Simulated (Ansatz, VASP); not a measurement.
**One calculation of Fe, two programs**

File INCAR:

```
PREC = Accurate
ENCUT = 600
EDIFF = 1E-6
ISMEAR = -1
SIGMA = 0.08
LREAL = F
LASPH = T
NELM = 120
ALGO = Normal
ISIF = 2
LWAVE = F
LCHARG = T
GGA = PE
LELF = T
LVHAR = T
NBANDS = 15
GGA_COMPAT = F
```

Contents of KPOINTS:

```
Automatic mesh
0
Gamma
  17 17 10
```

POSCAR

```
Fe
1.0
    2.4341575853      0.0000000000      0.0000000000
   -1.2170787927      2.1080423057      0.0000000000
    0.0000000000      0.0000000000      3.9187731594
Fe
2
Direct
    0.3333333333      0.6666666667      0.2500000000
    0.6666666667      0.3333333333      0.7500000000
```

Input for Ansatz:

```yaml
crystal:
  lattice:
    - [2.4341575853, 0.0, 0.0]
    - [-1.2170787927, 2.1080423057, 0.0]
    - [0.0, 0.0, 3.9187731594]
  atoms:
    - { symbol: Fe, position: [0.3333333333, 0.6666666667, 0.25] }
    - { symbol: Fe, position: [0.6666666667, 0.3333333333, 0.75] }
kpoints:
  mp_grid: { grid: [17, 17, 10] }
  band_path:
    path:
      - [0.0, 0.0, 0.0]
      - [0.5, 0.0, 0.0]
      - [0.3333333333, 0.3333333333, 0.0]
      - [0.0, 0.0, 0.0]
      - [0.0, 0.0, 0.5]
      - [0.5, 0.0, 0.5]
      - [0.3333333333, 0.3333333333, 0.5]
      - [0.0, 0.0, 0.5]
      - [0.5, 0.0, 0.5]
    npoints: 5
scf:
  occupations: { method: fermi_dirac, width: 0.08 }
hamiltonian:
  xc: pbe
  pseudopotentials: { kind: all_electron, lapw: { basis_error: 0.00025 } }
output:
  forces: true
  stress: true
  eigenvalues: true
```

Change from the starting cell: zz strain of +2 %.

Alike in both runs: task single point; functional PBE; k mesh 17 × 17 × 10; occupations fermi-dirac, width 0.08 eV; no spin polarisation.

|  | VASP | Ansatz |
| --- | --- | --- |
| version | VASP 6.6.1 | Ansatz 0.2.0 |
| potentials or method | VASP PAW PBE potentials, release 64 (Fe), cutoff 600 eV | all-electron LAPW, scalar-relativistic |

VASP gave:

* pressure (GPa): 3.7
* traceless stress, the component that is largest in VASP (GPa): -5.44

Problem. Estimate Ansatz's values.

Solution. Pressure (GPa): 4.3; traceless stress, the component that is largest in VASP (GPa): -5.50.

Ansatz ran all-electron here, and VASP with PAW potentials.
